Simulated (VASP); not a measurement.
# Sc2SbP3 (P6/mmm) in VASP: further runs, part 3 of 3

VASP 6.6.1. The steps go on from the part before.

### 6 Single point, PBE, collinear spin

This run uses another cell than the first one, of 19.83 Å³/atom.

Contents of INCAR:

```
SYSTEM = Sc2SbP3
PREC = Accurate
ENCUT = 520
EDIFF = 1E-7
ISMEAR = 0
SIGMA = 0.1
LREAL = .False.
LASPH = .True.
NELM = 150
ALGO = Normal
ISIF = 2
LWAVE = .False.
LCHARG = .False.
ISPIN = 2
MAGMOM = 1 1 0 0 0 0
LORBIT = 11
LMAXMIX = 4
GGA = PE
NBANDS = 34
```

Contents of KPOINTS:

```
regular mesh
0
Gamma
  3 3 4
  0 0 0
```

Contents of POSCAR:

```
Sc2SbP3
1.0
    5.9294864730      0.0000000000      0.0000000000
   -2.9647432365      5.1350859170      0.0000000000
    0.0000000000      0.0000000000      3.9066585794
Sc Sb P
2 1 3
Direct
    0.3333333333      0.6666666667      0.0000000000
    0.6666666667      0.3333333333      0.0000000000
    0.0000000000      0.0000000000      0.0000000000
    0.5000000000      0.0000000000      0.5000000000
    0.5000000000      0.5000000000      0.5000000000
    0.0000000000      0.5000000000      0.5000000000
```

Potentials or basis: VASP PAW PBE potentials, release 64 (Sc_sv, Sb, P).

Launch:

```bash
> cat potpaw_PBE.64/Sc_sv/POTCAR potpaw_PBE.64/Sb/POTCAR potpaw_PBE.64/P/POTCAR > POTCAR
> mpirun -np 1 vasp_std > vasp.out
```

OUTCAR:

```text
SYSTEM = Sc2SbP3
   PREC = Accurate
   ENCUT = 520
   EDIFF = 1E-7
   ISMEAR = 0
   LREAL = .False.
   LASPH = .True.
   NELM = 150
   ISIF = 2
   ISPIN = 2
   LORBIT = 11
   GGA = PE

 ion  position               nearest neighbor table
   1  0.333  0.667  0.000-   4 2.60   4 2.60   6 2.60   6 2.60   5 2.60   5 2.60   2 3.42   3 3.42
                             2 3.42   3 3.42   3 3.42   2 3.42
   2  0.667  0.333  0.000-   4 2.60   4 2.60   6 2.60   6 2.60   5 2.60   5 2.60   1 3.42   3 3.42
                             1 3.42   3 3.42   3 3.42   1 3.42
   3  0.000  0.000  0.000-   1 3.42   2 3.42   1 3.42   2 3.42   2 3.42   1 3.42
   4  0.500  0.000  0.500-   1 2.60   2 2.60   1 2.60   2 2.60
   5  0.500  0.500  0.500-   1 2.60   2 2.60   1 2.60   2 2.60
   6  0.000  0.500  0.500-   1 2.60   2 2.60   1 2.60   2 2.60

  LATTYP: Found a hexagonal cell.
 ALAT       =     5.9294864730
 C/A-ratio  =     0.6588527686

  Lattice vectors:

 A1 = (   5.9294864730,   0.0000000000,   0.0000000000)
 A2 = (  -2.9647432365,   5.1350859170,   0.0000000000)
 A3 = (   0.0000000000,   0.0000000000,   3.9066585794)

Analysis of symmetry for initial positions (statically):
=====================================================================
 Subroutine PRICEL returns:
[... 849 lines left out ...]
  external PRESSURE =      -1.4544174 kB  Pullay stress =       0.0000000 kB

 VOLUME and BASIS-vectors are now :
 -----------------------------------------------------------------------------
  energy-cutoff  :      520.00
  volume of cell :      118.95
      direct lattice vectors                 reciprocal lattice vectors
     5.929486473  0.000000000  0.000000000     0.168648669  0.097369354  0.000000000
    -2.964743236  5.135085917  0.000000000     0.000000000  0.194738709  0.000000000
     0.000000000  0.000000000  3.906658579     0.000000000  0.000000000  0.255973226

 POSITION                                       TOTAL-FORCE (eV/Angst)
 -----------------------------------------------------------------------------------
     -0.00000      3.42339      0.00000        -0.000000     -0.000000      0.000000
      2.96474      1.71170      0.00000         0.000000      0.000000      0.000000
      0.00000      0.00000      0.00000        -0.000000      0.000000      0.000000
      2.96474      0.00000      1.95333        -0.000000      0.000000      0.000000
      1.48237      2.56754      1.95333        -0.000000      0.000000      0.000000
     -1.48237      2.56754      1.95333        -0.000000      0.000000      0.000000
 -----------------------------------------------------------------------------------
    total drift:                               -0.000000      0.000000      0.000000

  FREE ENERGIE OF THE ION-ELECTRON SYSTEM (eV)
  ---------------------------------------------------
  free  energy   TOTEN  =       -36.3441643259 eV

  energy  without entropy=      -36.3394182902  energy(sigma->0) =      -36.34179131

 total charge

# of ion       s       p       d       tot
------------------------------------------
    1        2.192   6.168   1.224   9.584
    2        2.192   6.168   1.224   9.584
    3        1.244   1.035   0.021   2.300
    4        1.088   1.378   0.000   2.466
    5        1.088   1.378   0.000   2.466
    6        1.088   1.378   0.000   2.466
--------------------------------------------------
tot          8.891  17.506   2.470  28.866

 magnetization (x)

# of ion       s       p       d       tot
------------------------------------------
    1       -0.000  -0.000  -0.000  -0.000
    2       -0.000  -0.000  -0.000  -0.000
    3       -0.000   0.000  -0.000   0.000
    4        0.000   0.000   0.000   0.000
    5        0.000   0.000   0.000   0.000
    6        0.000   0.000   0.000   0.000
--------------------------------------------------
tot          0.000   0.000  -0.000  -0.000
```

OSZICAR:

```text
N       E                     dE             d eps       ncg     rms          rms(c)
DAV:   1     0.492148816772E+03    0.49215E+03   -0.17719E+04  1232   0.116E+03
DAV:   2     0.763262656764E+01   -0.48452E+03   -0.47241E+03  1280   0.399E+02
DAV:   3    -0.368567005651E+02   -0.44489E+02   -0.42394E+02  1988   0.120E+02
DAV:   4    -0.390420554798E+02   -0.21854E+01   -0.21636E+01  1992   0.280E+01
DAV:   5    -0.390691179778E+02   -0.27062E-01   -0.27028E-01  1904   0.394E+00    0.167E+01
DAV:   6    -0.364158219361E+02    0.26533E+01   -0.11002E+01  1864   0.230E+01    0.643E+00
DAV:   7    -0.363924279567E+02    0.23394E-01   -0.71230E-01  1760   0.501E+00    0.411E+00
DAV:   8    -0.363447105521E+02    0.47717E-01   -0.12857E-01  1706   0.201E+00    0.198E+00
DAV:   9    -0.363442285141E+02    0.48204E-03   -0.18447E-02  1960   0.859E-01    0.340E-01
DAV:  10    -0.363440580126E+02    0.17050E-03   -0.32398E-03  1648   0.298E-01    0.182E-01
DAV:  11    -0.363441332919E+02   -0.75279E-04   -0.53636E-04  1640   0.144E-01    0.882E-02
DAV:  12    -0.363441613171E+02   -0.28025E-04   -0.85195E-05  1768   0.652E-02    0.351E-02
DAV:  13    -0.363441665922E+02   -0.52751E-05   -0.92627E-06  1656   0.190E-02    0.152E-02
DAV:  14    -0.363441655380E+02    0.10541E-05   -0.86783E-07  1736   0.617E-03    0.568E-03
DAV:  15    -0.363441643669E+02    0.11711E-05   -0.54841E-07  1408   0.507E-03    0.134E-03
DAV:  16    -0.363441643259E+02    0.41028E-07   -0.50938E-08   700   0.177E-03
   1 F= -.36344164E+02 E0= -.36341791E+02  d E =-.474604E-02  mag=     0.0000
```

stdout:

```text
POSCAR found type information on POSCAR ScSbP
 POSCAR found :  3 types and       6 ions
 scaLAPACK will be used
 LDA part: xc-table for (Slater+PW92), standard interpolation
 POSCAR, INCAR and KPOINTS ok, starting setup
 FFT: planning ... GRIDC
 FFT: planning ... GRID_SOFT
 FFT: planning ... GRID
 WAVECAR not read
 entering main loop
```

Wall time 62 s (1 thread of Intel Xeon 6975P-C (Granite Rapids), shared host); peak memory 0.32 GiB.

Results:

```
Free energy                                           : -36.3442 eV
Pressure                                              : -0.1 GPa
Band gap on the k mesh                                : zero (filled and empty bands overlap)
Net moment                                            : 0.00 μB per cell
Valence electrons inside the program's atomic spheres : Sc 9.58; Sb 2.30; P 2.47
```

Levels at points of the mesh, in eV from the Fermi level:
Spin up:
| k point | band 18 | band 19 | band 20 | band 21 | band 22 | band 23 | band 24 | band 25 |
| --- | --- | --- | --- | --- | --- | --- | --- | --- |
| (0.00, 0.00, 0.00) | -2.29 | -0.11 | 0.63 | 0.63 | 1.48 | 1.48 | 1.65 | 1.65 |
| (0.00, 0.00, 0.50) | -2.87 | -2.10 | -2.10 | -1.87 | 1.15 | 1.15 | 2.02 | 2.02 |
Spin down:
```tsv
k point	band 19	band 20	band 21	band 22	band 23	band 24
(0.00, 0.00, 0.00)	-0.11	0.63	0.63	1.48	1.48	1.65
(0.00, 0.00, 0.50)	-2.10	-2.10	-1.87	1.15	1.15	2.02
```

Caveat: the k points lie up to 0.41 Å⁻¹ apart, too coarse for converged energies and pressures of a metal; spin-orbit coupling is left out, which moves the levels of the heavy elements.

### 7 Relaxation of cell and atoms, PBE

This run uses another cell than the first one, of 19.83 Å³/atom.

Contents of INCAR:

```
ALGO = Normal ; EDIFF = 1E-6
EDIFFG = -0.01 ; ENCUT = 600
GGA = PE ; IBRION = 2
ISIF = 3 ; ISMEAR = 0
LASPH = T ; LCHARG = F
LREAL = F ; LWAVE = F
NELM = 100 ; NSW = 100
PREC = Accurate ; SIGMA = 0.1
```

Contents of KPOINTS:

```
k-points
0
Gamma
  6 6 10
```

POSCAR is that of step 6.

Potentials or basis: VASP PAW PBE potentials, release 64 (Sc_sv, Sb, P).

Launch:

```bash
> cat potpaw_PBE.64/Sc_sv/POTCAR potpaw_PBE.64/Sb/POTCAR potpaw_PBE.64/P/POTCAR > POTCAR
> mpirun -np 1 vasp_std > vasp.out
```

OUTCAR:

```text
EDIFF = 1E-6
   EDIFFG = -0.01
   ENCUT = 600
   GGA = PE
   IBRION = 2
   ISIF = 3
   ISMEAR = 0
   LASPH = T
   LREAL = F
   NELM = 100
   NSW = 100
   PREC = Accurate

 ion  position               nearest neighbor table
   1  0.333  0.667  0.000-   4 2.60   4 2.60   6 2.60   6 2.60   5 2.60   5 2.60   2 3.42   3 3.42
                             2 3.42   3 3.42   3 3.42   2 3.42
   2  0.667  0.333  0.000-   4 2.60   4 2.60   6 2.60   6 2.60   5 2.60   5 2.60   1 3.42   3 3.42
                             1 3.42   3 3.42   3 3.42   1 3.42
   3  0.000  0.000  0.000-   1 3.42   2 3.42   1 3.42   2 3.42   2 3.42   1 3.42
   4  0.500  0.000  0.500-   1 2.60   2 2.60   1 2.60   2 2.60
   5  0.500  0.500  0.500-   1 2.60   2 2.60   1 2.60   2 2.60
   6  0.000  0.500  0.500-   1 2.60   2 2.60   1 2.60   2 2.60

  LATTYP: Found a hexagonal cell.
 ALAT       =     5.9294864730
 C/A-ratio  =     0.6588527686

  Lattice vectors:

 A1 = (   5.9294864730,   0.0000000000,   0.0000000000)
 A2 = (  -2.9647432365,   5.1350859170,   0.0000000000)
 A3 = (   0.0000000000,   0.0000000000,   3.9066585794)

Analysis of symmetry for initial positions (statically):
[... 186 lines left out ...]

  FORCE on cell =-STRESS in cart. coord.  units (eV):
  Direction    XX          YY          ZZ          XY          YZ          ZX
  --------------------------------------------------------------------------------------
  -------------------------------------------------------------------------------------
  Total       -0.3236109     -0.3236109      1.2944877      0.0000000      0.0000000      0.0000000
  in kB       -4.3587648     -4.3587648     17.4356539      0.0000000      0.0000000      0.0000000
  external PRESSURE =       2.9060414 kB  Pullay stress =       0.0000000 kB
[... 187 lines left out ...]
--------------------------------------- Ionic step        6  -------------------------------------------

 number of electron      41.9999996 magnetization

 Free energy of the ion-electron system (eV)
  ---------------------------------------------------
  ext. energy  EPLUGINS =         0.00000000
  ---------------------------------------------------
  free energy    TOTEN  =       -36.24466155 eV

  energy without entropy =      -36.23485398  energy(sigma->0) =      -36.23975776

 E-fermi :   6.9791     XC(G=0): -10.5472

 val. band max:        6.9476099537   @ k =   0.5000   0.0000   0.2000
 cond. band min:       6.9910348823   @ k =   0.0000   0.0000   0.2000
 fundamental gap:      0.0434249285
 Fermi energy:         6.9791372199

 k-point     1 :       0.0000    0.0000    0.0000
  band No.  band energies     occupation
      1     -42.4597      2.00000
      2     -42.4354      2.00000
      3     -21.2071      2.00000
      4     -21.2071      2.00000
      5     -21.1637      2.00000
      6     -21.1230      2.00000
[... 661 lines left out ...]
     24       8.3383      0.00000
     25       8.5361      0.00000

 [... further k-points ...]
[... 5 lines left out ...]
  --------------------------------------------------------------------------------------
  -------------------------------------------------------------------------------------
  Total        0.0193493      0.0193493      0.0522265      0.0000000      0.0000000      0.0000000
  in kB        0.2642730      0.2642730      0.7133103      0.0000000      0.0000000      0.0000000
  external PRESSURE =       0.4139521 kB  Pullay stress =       0.0000000 kB
[... 21 lines left out ...]
  FREE ENERGIE OF THE ION-ELECTRON SYSTEM (eV)
  ---------------------------------------------------
  free  energy   TOTEN  =       -36.2446615484 eV

  energy  without entropy=      -36.2348539755  energy(sigma->0) =      -36.23975776

 reached required accuracy - stopping structural energy minimisation
```

It took 5 min on 1 thread of Intel Xeon 6975P-C (Granite Rapids), shared host; peak memory 0.36 GiB.

What came out:

* Free energy: -36.2447 eV
* Relaxed volume: 19.55 Å³/atom
* Relaxed cell: a = 5.800 Å, b = 5.800 Å, c = 4.027 Å, α = 90.00°, β = 90.00°, γ = 120.00°
* Space group after relaxing (to 0.1 Å): P6/mmm (No. 191)
* Energy gained by relaxing: 4.4 meV/atom
* Ionic steps: 6
* Pressure after relaxing: 0.0 GPa
* Band gap on the k mesh: zero (bands 21 and 22 overlap by 1.71 eV)

The path:
| step | energy change (eV) | largest force (eV/Å) | pressure (GPa) | volume (Å³) |
| --- | --- | --- | --- | --- |
| 1 | 0.0000 | 0.0000 | 0.29 | 118.95 |
| 2 | -0.0106 | 0.0000 | -0.48 | 119.57 |
| 3 | -0.0129 | 0.0000 | -1.05 | 120.03 |
| 4 | -0.0200 | 0.0000 | -0.73 | 119.17 |
| 5 | -0.0262 | 0.0000 | -0.12 | 117.67 |
| 6 | -0.0264 | 0.0000 | 0.04 | 117.31 |

Final structure:
```yaml
crystal:
  lattice:
    - [5.79966, 0.00000, 0.00000]
    - [-2.89983, 5.02265, 0.00000]
    - [0.00000, 0.00000, 4.02706]
  atoms:
    - { symbol: Sc, position: [0.33333, 0.66667, 0.00000] }
    - { symbol: Sc, position: [0.66667, 0.33333, 0.00000] }
    - { symbol: Sb, position: [0.00000, 0.00000, 0.00000] }
    - { symbol: P, position: [0.50000, 0.00000, 0.50000] }
    - { symbol: P, position: [0.50000, 0.50000, 0.50000] }
    - { symbol: P, position: [0.00000, 0.50000, 0.50000] }
```

Levels at points of the mesh, in eV from the Fermi level:
| k point | band 19 | band 20 | band 21 | band 22 | band 23 | band 24 |
| --- | --- | --- | --- | --- | --- | --- |
| (0.00, 0.00, 0.00) | -0.26 | 0.33 | 0.33 | 1.20 | 1.20 | 1.38 |
| (0.50, 0.00, 0.00) | -2.12 | -1.76 | -1.12 | 1.08 | 1.13 | 1.62 |
| (0.00, 0.00, 0.50) | -2.48 | -2.48 | -1.98 | 1.30 | 1.30 | 1.42 |
| (0.50, 0.00, 0.50) | -2.26 | -1.56 | -1.44 | 0.31 | 0.97 | 1.22 |

Caveat: spin-orbit coupling is left out, which moves the levels of the heavy elements.

### 8 Summary

| task | spin | cell | k mesh | cutoff (eV) | gap on the mesh (eV) | pressure (GPa) | relaxed volume (Å³/atom) |
| --- | --- | --- | --- | --- | --- | --- | --- |
| single point | off | a = 6.054, b = 6.054, c = 3.530 Å, angles 90.0, 90.0, 120.0°, 6 atoms | 3 × 3 × 6 | 520 | none | 10.2 | - |
| single point | off | a = 5.929, b = 5.929, c = 3.907 Å, angles 90.0, 90.0, 120.0°, 6 atoms | 3 × 3 × 6 | 520 | none | 0.2 | - |
| single point | off | a = 5.801, b = 5.801, c = 4.022 Å, angles 90.0, 90.0, 120.0°, 6 atoms | 6 × 6 × 10 | 520 | none | 0.1 | - |
| relaxation of cell and atoms | off | relaxed from a = 6.054, b = 6.054, c = 3.530 Å, angles 90.0, 90.0, 120.0°, 6 atoms | 3 × 3 × 6 | 600 | none | 0.0 | 19.86 |
| single point | collinear | a = 5.929, b = 5.929, c = 3.907 Å, angles 90.0, 90.0, 120.0°, 6 atoms | 3 × 3 × 4 | 520 | none | -0.1 | - |
| relaxation of cell and atoms | off | relaxed from a = 5.929, b = 5.929, c = 3.907 Å, angles 90.0, 90.0, 120.0°, 6 atoms | 6 × 6 × 10 | 600 | none | 0.0 | 19.55 |

Alike in all rows: level PBE; potentials or basis VASP PAW PBE potentials, release 64 (Sc_sv, Sb, P); smearing gaussian 0.1 eV.

Caveats: some runs use coarse meshes; spin-orbit coupling is left out, which moves the levels of the heavy elements.

Absolute energies hang on the potentials; compare differences alone.

The gap in the log of VASP goes by the Fermi energy; the results here count the filled bands.